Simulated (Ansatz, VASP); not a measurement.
SrO in VASP and in Ansatz

```
Sr O
1.0
     1.94120   -4.92541    0.00000
     1.94120    4.92541    0.00000
     0.00000    0.00000    3.75981
Sr O
2 2
Direct
  0.86200 0.13800 0.75000
  0.13800 0.86200 0.25000
  0.58300 0.41700 0.75000
  0.41700 0.58300 0.25000
```

Alike in both runs: task relaxation of cell and atoms; functional PBE; k mesh 6 × 6 × 4; occupations gaussian, width 0.1 eV; no spin polarisation.

```csv
,VASP,Ansatz
version,VASP 6.6.1,Ansatz 0.2.0
potentials or method,"VASP PAW PBE potentials, release 64 (Sr_sv, O), cutoff 600 eV","scalar-relativistic, plane waves, PAW"
valence electrons in the cell,32,32
```

```tsv
	VASP	Ansatz	Ansatz less VASP
gap on the k mesh at the Fermi level, each at its own relaxed structure (eV)	2.39	2.26	-0.134
relaxed volume (Å³/atom)	19.25	19.56	+0.313
relaxed cell length with the largest relative difference (Å)	6.213	6.334	+0.1208
```
